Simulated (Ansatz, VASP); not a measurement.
## One calculation of AlNi2, two programs

File INCAR:

```
  ALGO = Fast
  EDIFF = 1E-6
  ENCUT = 520
  GGA = PS
  ISIF = 2
  ISMEAR = 0
  LASPH = T
  LCHARG = F
  LREAL = F
  LWAVE = F
  NBANDS = 32
  NELM = 80
  PREC = Accurate
  SIGMA = 0.02
```

Contents of KPOINTS:

```
k-points
0
Gamma
  12 12 8
```

The input POSCAR:

```
AlNi2
1.0
    3.9740030242      0.0000000000      0.0000000000
   -1.9870015121      3.4415875737      0.0000000000
    0.0000000000      0.0000000000      4.9042588200
Al Ni
2 4
Direct
    0.3333333333      0.6666666667      0.1898740600
    0.6666666667      0.3333333333      0.8101259400
    0.3333333333      0.6666666667      0.6851100400
    0.6666666667      0.3333333333      0.3148899600
    0.0000000000      0.0000000000      0.5000000000
    0.0000000000      0.0000000000      0.0000000000
```

Input for Ansatz:

```yaml
crystal:
  lattice:
    - [3.9740030242, 0.0, 0.0]
    - [-1.9870015121, 3.4415875737, 0.0]
    - [0.0, 0.0, 4.90425882]
  atoms:
    - { symbol: Al, position: [0.3333333333, 0.6666666667, 0.18987406] }
    - { symbol: Al, position: [0.6666666667, 0.3333333333, 0.81012594] }
    - { symbol: Ni, position: [0.3333333333, 0.6666666667, 0.68511004] }
    - { symbol: Ni, position: [0.6666666667, 0.3333333333, 0.31488996] }
    - { symbol: Ni, position: [0.0, 0.0, 0.5] }
    - { symbol: Ni, position: [0.0, 0.0, 0.0] }
basis:
  ecutwfc: 420
kpoints:
  mp_grid: { grid: [12, 12, 8] }
hamiltonian:
  xc: pbesol
scf:
  occupations: { method: gaussian, width: 0.02 }
output:
  forces: true
  stress: true
  eigenvalues: true
```

Alike in both runs: task single point; functional PBEsol; k mesh 12 × 12 × 8; occupations gaussian, width 0.02 eV; no spin polarisation.

|  | VASP | Ansatz |
| --- | --- | --- |
| version | VASP 6.6.1 | Ansatz 0.2.0 |
| potentials or method | VASP PAW PBE potentials, release 64 (Al, Ni), cutoff 520 eV | scalar-relativistic, plane waves, PAW |
| valence electrons in the cell | 46 | 78 |

```tsv
	VASP	Ansatz	Ansatz less VASP
gap on the k mesh at the Fermi level (eV)	none	none	-
pressure (GPa)	0.2	0.1	-0.12
rms of the force components (eV/Å)	0.021	0.021	-0.0006
```

VASP's potentials were made for PBE, not for PBEsol. Atom by atom the forces differ by 0.004 eV/Å (rms over components). A gap of «none» marks a metal or a gap that the smearing closes. VASP's potentials hold 46 valence electrons a cell and Ansatz's 78, so a difference there can come from the potentials and not from the codes.
